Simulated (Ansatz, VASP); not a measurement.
# EuAlIr in VASP and in Ansatz

```
CELL_PARAMETERS angstrom
4.28233 0.00000 0.00000
0.00000 4.28233 0.00000
0.00000 0.00000 4.55350
ATOMIC_POSITIONS crystal
Eu 0.50000 0.50000 0.00000
Al 0.00000 0.00000 0.00000
Ir 0.00000 0.00000 0.50000
```

Alike in both runs: functional PBE; k mesh 4 × 4 × 4; occupations gaussian, width 0.1 eV; collinear spin.

Ansatz relaxed the structure, and its values are those at the end. VASP's run is a single point on that final structure, the one shown.

|  | VASP | Ansatz |
| --- | --- | --- |
| version | VASP 6.6.1 | Ansatz 0.2.0 |
| potentials or method | VASP PAW PBE potentials, release 64 (Eu, Al, Ir), cutoff 520 eV | scalar-relativistic, plane waves, PAW |
| valence electrons in the cell | 29 | 37 |

|  | VASP | Ansatz | Ansatz less VASP |
| --- | --- | --- | --- |
| gap on the k mesh at the Fermi level (eV) | none | none | - |
| pressure (GPa) | 0.1 | 0.1 | +0.08 |
| net moment per atom (μB) | 2.26 | 2.26 | +0.004 |
| size of the moment on the site where the two differ most (μB) | 6.58 | 6.76 | +0.180 |

Site moments also hang on the region over which each program counts them. A gap of «none» marks a metal or a gap that the smearing closes. With one functional, cell and mesh, what is left measures potentials, basis and numerics. VASP's potentials hold 29 valence electrons a cell and Ansatz's 37, so a difference there can come from the potentials and not from the codes.

The k mesh is coarse, so the values compare programs but aren't converged. Spin-orbit coupling is off throughout.
